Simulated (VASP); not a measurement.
# AlCu2 (P6/mmm) in VASP: settings compared, part 2 of 2

VASP 6.6.1. Earlier steps stand in the parts before.

## (5) Single point, r2SCAN

The input, POSCAR:

```
AlCu2
1.0
    4.1694350907     -0.0000000289      0.0000000000
   -2.0847175204      3.6108367224      0.0000000000
    0.0000000000      0.0000000000      2.5925999000
Al Cu
1 2
Direct
    0.0000000000      0.0000000000      0.0000000000
    0.3333333333      0.6666666667      0.5000000000
    0.6666666667      0.3333333333      0.5000000000
```

The input, INCAR.step1:

```
  PREC = Accurate
  ENCUT = 520
  ISMEAR = 0
  SIGMA = 0.1
  LREAL = F
  LASPH = T
  NELM = 100
  NBANDS = 20
  GGA = PE
  ALGO = Normal
  EDIFF = 1E-4
  LWAVE = T
  LCHARG = F
```

The input, INCAR.step2:

```
  PREC = Accurate
  ENCUT = 520
  EDIFF = 1E-6
  ISMEAR = 0
  SIGMA = 0.1
  LREAL = F
  LASPH = T
  NELM = 100
  ALGO = Normal
  ISIF = 2
  LWAVE = F
  LCHARG = T
  METAGGA = R2SCAN
  LMIXTAU = T
  LELF = T
  LVHAR = T
  NBANDS = 20
  ISTART = 1
```

The input, KPOINTS:

```
regular mesh
0
Gamma
  12 12 18
```

Potentials or basis: VASP PAW PBE potentials, release 64 (Al, Cu).

On the command line:

```
$ cat potpaw_PBE.64/Al/POTCAR potpaw_PBE.64/Cu/POTCAR > POTCAR
$ cp INCAR.step1 INCAR
$ mpirun -np 1 vasp_std > vasp.out
$ cp INCAR.step2 INCAR
$ mpirun -np 1 vasp_std > vasp.out
```

OUTCAR:

```text
PREC = Accurate
   ENCUT = 520
   EDIFF = 1E-6
   ISMEAR = 0
   LREAL = F
   LASPH = T
   NELM = 100
   ISIF = 2
   METAGGA = R2SCAN
   ISTART = 1

 ion  position               nearest neighbor table
   1  0.000  0.000  0.000-   2 2.73   3 2.73   2 2.73   3 2.73   3 2.73   3 2.73   2 2.73   2 2.73
                             3 2.73   3 2.73   2 2.73   2 2.73
   2  0.333  0.667  0.500-   3 2.41   3 2.41   3 2.41   1 2.73   1 2.73   1 2.73   1 2.73   1 2.73
                             1 2.73
   3  0.667  0.333  0.500-   2 2.41   2 2.41   2 2.41   1 2.73   1 2.73   1 2.73   1 2.73   1 2.73
                             1 2.73

  LATTYP: Found a hexagonal cell.
 ALAT       =     4.1694350907
 C/A-ratio  =     0.6218108313

  Lattice vectors:

 A1 = (   4.1694350907,  -0.0000000289,   0.0000000000)
 A2 = (  -2.0847175204,   3.6108367224,   0.0000000000)
 A3 = (   0.0000000000,   0.0000000000,   2.5925999000)

Analysis of symmetry for initial positions (statically):
=====================================================================
 Subroutine PRICEL returns:
 Original cell was already a primitive cell.

 Routine SETGRP: Setting up the symmetry group for a
 hexagonal supercell.

 Subroutine GETGRP returns: Found 24 space group operations
 (whereof 24 operations were pure point group operations)
 out of a pool of 24 trial point group operations.

The static configuration has the point symmetry D_6h.

Analysis of symmetry for dynamics (positions and initial velocities):
=====================================================================
 Subroutine PRICEL returns:
 Original cell was already a primitive cell.

 Routine SETGRP: Setting up the symmetry group for a
 hexagonal supercell.

 Subroutine GETGRP returns: Found 24 space group operations
 (whereof 24 operations were pure point group operations)
 out of a pool of 24 trial point group operations.

[... 112 lines left out ...]
   PSTRESS=    0.0 pullay stress
   NELECT =      25.0000    total number of electrons
   NUPDOWN=      -1.0000    fix difference up-down
   EMIN   =  10.00;   EMAX   =-10.00  energy-range for DOS
   EFERMI =   0.00;   METHOD = LEGACY
   ISMEAR =     0;   SIGMA  =   0.10  broadening in eV -4-tet -1-fermi 0-gaus
   EFERMI_NEDOS =   21; number of points for ismear=-14 and -15
   IALGO  =     38    algorithm
   IMIX   =      4    mixing-type and parameters
     AMIX     =   0.40;   BMIX     =  1.00
     AMIX_MAG =   1.60;   BMIX_MAG =  1.00
  volume/ion in A,a.u.               =      13.01        87.80
  Fermi-wavevector in a.u.,A,eV,Ry     =   1.411176  2.666737 27.094899  1.991419
  Thomas-Fermi vector in A             =   2.533055
   LORBIT       =      0    0 simple, 1 ext, 2 COOP (PROOUT), +10 PAW based schemes
   METAGGA = R2SCAN    functional components
   LHFCALC =     F    Hartree Fock is set to
   AEXX    =    0.0000 exact exchange contribution
   IVDW    =     0    specifies the selected vdW correction
   LEPSILON=     F    determine dielectric tensor
   LRPA    =     F    only Hartree local field effects (RPA)
 non-spin polarized calculation
 Gauss-broadening in eV      SIGMA  =   0.10
  energy-cutoff  :      520.00
  volume of cell :       39.03
 maximum number of plane-waves:      1078
 NGX is ok and might be reduce to    32
   NGX = 15   NGY = 15   NGZ =  9

 number of electron      25.0000004 magnetization

 Free energy of the ion-electron system (eV)
  ---------------------------------------------------
  ext. energy  EPLUGINS =         0.00000000
  ---------------------------------------------------
  free energy    TOTEN  =       -28.81040351 eV

  energy without entropy =      -28.80797235  energy(sigma->0) =      -28.80918793

 E-fermi :   8.2259     XC(G=0): -12.7737

 val. band max:        8.1979618454   @ k =   0.0833   0.0833   0.1111
 cond. band min:       8.2666074467   @ k =   0.0833   0.0833   0.1111
 fundamental gap:      0.0686456013
 Fermi energy:         8.2259486886

 k-point     1 :       0.0000    0.0000    0.0000
  band No.  band energies     occupation
      1      -2.9722      2.00000
      2       3.5166      2.00000
      3       3.5167      2.00000
      4       3.5536      2.00000
      5       4.2020      2.00000
      6       4.2697      2.00000
[... 541 lines left out ...]
     19      22.3158      0.00000
     20      22.8230      0.00000

 [... further k-points ...]
[... 5 lines left out ...]
  --------------------------------------------------------------------------------------
  -------------------------------------------------------------------------------------
  Total       -1.1444706     -1.1444706     -1.0144025      0.0000000     -0.0000000     -0.0000000
  in kB      -46.9780158    -46.9780158    -41.6390051      0.0000000     -0.0000000     -0.0000000
  external PRESSURE =     -45.1983456 kB  Pullay stress =       0.0000000 kB

 VOLUME and BASIS-vectors are now :
 -----------------------------------------------------------------------------
  energy-cutoff  :      520.00
  volume of cell :       39.03
      direct lattice vectors                 reciprocal lattice vectors
     4.169435091 -0.000000029  0.000000000     0.239840646  0.138472059  0.000000000
    -2.084717520  3.610836722  0.000000000     0.000000002  0.276944122  0.000000000
     0.000000000  0.000000000  2.592599900     0.000000000  0.000000000  0.385713199

 POSITION                                       TOTAL-FORCE (eV/Angst)
 -----------------------------------------------------------------------------------
      0.00000      0.00000      0.00000        -0.000000     -0.000000      0.000000
      0.00000      2.40722      1.29630        -0.000000      0.000000      0.000000
      2.08472      1.20361      1.29630         0.000000     -0.000000      0.000000
 -----------------------------------------------------------------------------------
    total drift:                               -0.000000      0.000000     -0.000000

  FREE ENERGIE OF THE ION-ELECTRON SYSTEM (eV)
  ---------------------------------------------------
  free  energy   TOTEN  =       -28.8104035059 eV

  energy  without entropy=      -28.8079723500  energy(sigma->0) =      -28.80918793
```

OUTCAR.step1:

```text
PREC = Accurate
   ENCUT = 520
   ISMEAR = 0
   LREAL = F
[... 782 lines left out ...]
      0.00000      0.00000      0.00000         0.000000     -0.000000      0.000000
      0.00000      2.40722      1.29630         0.000000     -0.000000     -0.000000
      2.08472      1.20361      1.29630        -0.000000      0.000000      0.000000
 -----------------------------------------------------------------------------------
    total drift:                               -0.000000      0.000000     -0.000000

  FREE ENERGIE OF THE ION-ELECTRON SYSTEM (eV)
  ---------------------------------------------------
  free  energy   TOTEN  =       -11.5793376424 eV

  energy  without entropy=      -11.5767720947  energy(sigma->0) =      -11.57805487
```

OSZICAR.step1:

```text
N       E                     dE             d eps       ncg     rms          rms(c)
DAV:   1     0.148426164888E+03    0.14843E+03   -0.10712E+04  7832   0.176E+03
DAV:   2    -0.570210063538E+01   -0.15413E+03   -0.14657E+03  7632   0.292E+02
DAV:   3    -0.141118036563E+02   -0.84097E+01   -0.79798E+01  8916   0.908E+01
DAV:   4    -0.142910251615E+02   -0.17922E+00   -0.17898E+00 10928   0.127E+01
DAV:   5    -0.142945616633E+02   -0.35365E-02   -0.35362E-02 10700   0.149E+00    0.139E+01
DAV:   6    -0.140454902659E+02    0.24907E+00   -0.31969E+01  8864   0.147E+02    0.985E+00
DAV:   7    -0.116129872131E+02    0.24325E+01   -0.77628E+00  8996   0.720E+01    0.895E-01
DAV:   8    -0.116067268456E+02    0.62604E-02   -0.41093E-01 11792   0.121E+01    0.129E+00
DAV:   9    -0.115792704344E+02    0.27456E-01   -0.67190E-02  9440   0.648E+00    0.818E-02
DAV:  10    -0.115794019374E+02   -0.13150E-03   -0.20213E-03  9052   0.405E-01    0.546E-02
DAV:  11    -0.115793376424E+02    0.64295E-04   -0.18865E-04  5428   0.385E-01
   1 F= -.11579338E+02 E0= -.11578055E+02  d E =-.256555E-02
```

Run time: 12 min. Hardware: 1 thread of AMD EPYC 7R43 (Zen 3), shared host; peak memory 0.23 GiB.

What came out:

| Property | Result |
| --- | --- |
| Free energy | -28.8104 eV |
| Pressure | -4.5 GPa |
| Band gap on the k mesh | zero (an odd number of electrons rules out a gap without spin polarisation) |

Levels at points of the mesh, in eV from the Fermi level:
```csv
k point,band 9,band 10,band 11,band 12,band 13,band 14,band 15,band 16,band 17,band 18
"(0.00, 0.00, 0.00)",-3.24,-2.72,-2.72,1.62,1.62,1.99,1.99,2.01,5.42,11.08
"(0.50, 0.00, 0.00)",-2.91,-2.84,-2.71,-2.63,-2.52,1.34,9.36,9.69,11.41,11.58
"(0.00, 0.00, 0.50)",-3.58,-3.58,-2.18,-1.54,6.02,6.02,6.63,6.73,6.73,7.29
"(0.50, 0.00, 0.50)",-2.74,-2.42,-1.54,-0.93,0.45,0.46,2.67,4.36,5.59,6.72
```

Caveat: the cell stands under tension; the PAW data sets were made with another functional, which shifts forces and pressure a little.

## (6) Relaxation of cell and atoms, PBE

The input, INCAR:

```
ALGO = Fast ; EDIFF = 1E-6
EDIFFG = -0.01 ; ENCUT = 600
GGA = PE ; IBRION = 2
ISIF = 3 ; ISMEAR = 0
LASPH = True ; LCHARG = False
LREAL = False ; LWAVE = False
NELM = 60 ; NSW = 100
PREC = Accurate ; SIGMA = 0.1
```

The input, KPOINTS:

```
k-points
0
Gamma
  12 12 18
```

The input, POSCAR:

```
AlCu2
1.0
    4.1694351000      0.0000000000      0.0000000000
   -2.0847175000      3.6108367000      0.0000000000
    0.0000000000      0.0000000000      2.5925999000
Al Cu
1 2
Direct
    0.0000000000      0.0000000000      0.0000000000
    0.3333333000      0.6666667000      0.5000000000
    0.6666667000      0.3333333000      0.5000000000
```

Potentials or basis: VASP PAW PBE potentials, release 64 (Al, Cu).

On the command line:

```
$ cat potpaw_PBE.64/Al/POTCAR potpaw_PBE.64/Cu/POTCAR > POTCAR
$ mpirun -np 1 vasp_std > vasp.out
```

It took 7.7 min on 1 thread of AMD EPYC 7R43 (Zen 3), shared host; peak memory 0.25 GiB.

The run converged. Its results:

| Item | Value |
| --- | --- |
| Free energy | -11.5797 eV |
| Relaxed volume | 13.05 Å³/atom |
| Relaxed cell | a = 4.174 Å, b = 4.174 Å, c = 2.594 Å, α = 90.00°, β = 90.00°, γ = 120.00° |
| Space group after relaxing (to 0.1 Å) | P6/mmm (No. 191) |
| Energy gained by relaxing | 0.0 meV/atom |
| Ionic steps | 3 |
| Pressure after relaxing | 0.0 GPa |
| Band gap on the k mesh | zero (an odd number of electrons rules out a gap without spin polarisation) |

Stress tensor (GPa, compression positive):
```
 0.03  0.00  0.00
 0.00  0.03  0.00
 0.00  0.00 -0.09
```

Step by step:
```tsv
step	energy change (eV)	largest force (eV/Å)	pressure (GPa)	volume (Å³)
1	0.0000	0.0000	0.50	39.03
2	0.0000	0.0000	-0.36	39.26
3	-0.0001	0.0000	-0.01	39.14
```

Final structure:
```yaml
crystal:
  lattice:
    - [4.17404, 0.00000, 0.00000]
    - [-2.08702, 3.61482, 0.00000]
    - [0.00000, 0.00000, 2.59421]
  atoms:
    - { symbol: Al, position: [0.00000, 0.00000, 0.00000] }
    - { symbol: Cu, position: [0.33333, 0.66667, 0.50000] }
    - { symbol: Cu, position: [0.66667, 0.33333, 0.50000] }
```

Levels at points of the mesh, in eV from the Fermi level:
```
           k point  band 11  band 12  band 13  band 14  band 15  band 16
(0.00, 0.00, 0.00)    -2.61     1.57     1.57     1.62     1.92     1.92
(0.50, 0.00, 0.00)    -2.53    -2.53    -2.43     1.16     8.95     9.16
(0.00, 0.00, 0.50)    -2.10    -1.48     5.65     5.65     6.04     6.50
(0.50, 0.00, 0.50)    -1.48    -0.87     0.30     0.40     2.56     3.97
```

## (7) Overview

| task | level | cell | k mesh | cutoff (eV) | gap on the mesh (eV) | pressure (GPa) |
| --- | --- | --- | --- | --- | --- | --- |
| single point | PBE | a = 4.169, b = 4.169, c = 2.593 Å, angles 90.0, 90.0, 120.0°, 3 atoms | 6 × 6 × 6 | 520 | none | 0.4 |
| single point | PBE | a = 4.169, b = 4.169, c = 2.593 Å, angles 90.0, 90.0, 120.0°, 3 atoms | 12 × 12 × 18 | 520 | none | 0.3 |
| single point | r2SCAN | a = 4.169, b = 4.169, c = 2.593 Å, angles 90.0, 90.0, 120.0°, 3 atoms | 12 × 12 × 18 | 520 | none | -4.5 |
| relaxation of cell and atoms | PBE | relaxed from a = 4.169, b = 4.169, c = 2.593 Å, angles 90.0, 90.0, 120.0°, 3 atoms | 12 × 12 × 18 | 600 | none | 0.0 |

Alike in all rows: potentials or basis VASP PAW PBE potentials, release 64 (Al, Cu); no spin polarisation; smearing gaussian 0.1 eV.

Caveats: some runs use coarse meshes; the cell stands under tension (at least some runs); the PAW data sets were made with another functional, which shifts forces and pressure a little (at least some runs).

Absolute energies hang on the potentials; compare differences alone.
